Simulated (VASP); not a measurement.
Set up this calculation in VASP 6.6.1, as the native input.

```yaml
Task: single point
Functional: LDA
Potentials_or_basis: VASP PAW LDA potentials, release 64 (Mn_pv)
Cutoff: 520 eV
k_mesh: 18 × 18 × 18
Occupations: fermi-dirac, width 0.05 eV
Spin: collinear spin, ferromagnetic start
Starting_moments: "[0.189] μB"
Dipole_correction: no
Further_INCAR_settings: ALGO = Normal; EDIFF = 1e-06; NBANDS = 16
```

The structure of Mn lies in POSCAR:

```
Mn
1.0
   -1.3637517234      1.3637517234      1.3637517234
    1.3637517234     -1.3637517234      1.3637517234
    1.3637517234      1.3637517234     -1.3637517234
Mn
1
Direct
    0.0000000000      0.0000000000      0.0000000000
```

These files were run (other wordings do the same):

INCAR

```
SYSTEM = Mn
  PREC = Accurate
  ENCUT = 520
  EDIFF = 1E-6
  ISMEAR = -1
  SIGMA = 0.05
  LREAL = .FALSE.
  LASPH = .TRUE.
  NELM = 150
  ALGO = Normal
  ISIF = 2
  LWAVE = .FALSE.
  LCHARG = .TRUE.
  ISPIN = 2
  MAGMOM = 0.189
  LORBIT = 11
  LMAXMIX = 4
  GGA = CA
  LELF = .TRUE.
  LVHAR = .TRUE.
  NBANDS = 16
```

KPOINTS

```
regular mesh
0
G
  18 18 18
  0 0 0
```

Potentials or basis: VASP PAW LDA potentials, release 64 (Mn_pv).

The run is started by

```bash
$ cat potpaw_LDA.64/Mn_pv/POTCAR > POTCAR
$ mpirun -np 1 vasp_std > vasp.out
```

It gave:

```
Pressure                                              : -0.3 GPa
Net moment                                            : 0.23 μB per cell
Site moments                                          : Mn +0.23 μB
Valence electrons inside the program's atomic spheres : Mn 12.11
```

Run time: 48 s on 1 thread of Intel(R) Xeon(R) Platinum 8488C (Sapphire Rapids) (shared host), peak memory 0.15 GiB.
